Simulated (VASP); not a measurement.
Write the native input for VASP 6.6.1 that does the following.

- Task: single point
- Functional: RPBE
- Potentials or basis: VASP PAW PBE potentials, release 64 (Ir)
- Cutoff: 520 eV
- k mesh: 11 × 11 × 11
- Occupations: fermi-dirac, width 0.1 eV
- Spin: no spin polarisation
- Dipole correction: no
- Further INCAR settings: ALGO = Normal; EDIFF = 1e-06; NBANDS = 16

The structure of Ir lies in POSCAR:

```
Ir
1.0
    0.0000000000      2.7997844409      2.7997844409
    2.7997844409      0.0000000000      2.7997844409
    2.7997844409      2.7997844409      0.0000000000
Ir
2
Direct
    0.1250000000      0.1250000000      0.1250000000
    0.8750000000      0.8750000000      0.8750000000
```

These files were run (other wordings do the same):

INCAR

```
SYSTEM = Ir
  PREC = Accurate
  ENCUT = 520
  EDIFF = 1E-6
  ISMEAR = -1
  SIGMA = 0.1
  LREAL = .False.
  LASPH = .True.
  NELM = 60
  ALGO = Normal
  ISIF = 2
  LWAVE = .False.
  LCHARG = .False.
  GGA = RP
  NBANDS = 16
```

KPOINTS

```
regular mesh
0
Gamma
  11 11 11
  0 0 0
```

Potentials or basis: VASP PAW PBE potentials, release 64 (Ir).

Run with:

```console
$ cat potpaw_PBE.64/Ir/POTCAR > POTCAR
$ mpirun -np 1 vasp_std > vasp.out
```

It gave:

| Property | Result |
| --- | --- |
| Pressure | -0.4 GPa |
| Band gap on the k mesh | zero (band 9 reaches 6.00 eV, above the bottom of band 10 at 4.62 eV) |

Caveat: the PAW data sets were made with another functional, which shifts forces and pressure a little; spin-orbit coupling is left out, which moves the levels of the heavy elements.

Run time: 21 s on 1 thread of Intel(R) Xeon(R) Platinum 8488C (Sapphire Rapids), on a shared host, peak memory 0.19 GiB.
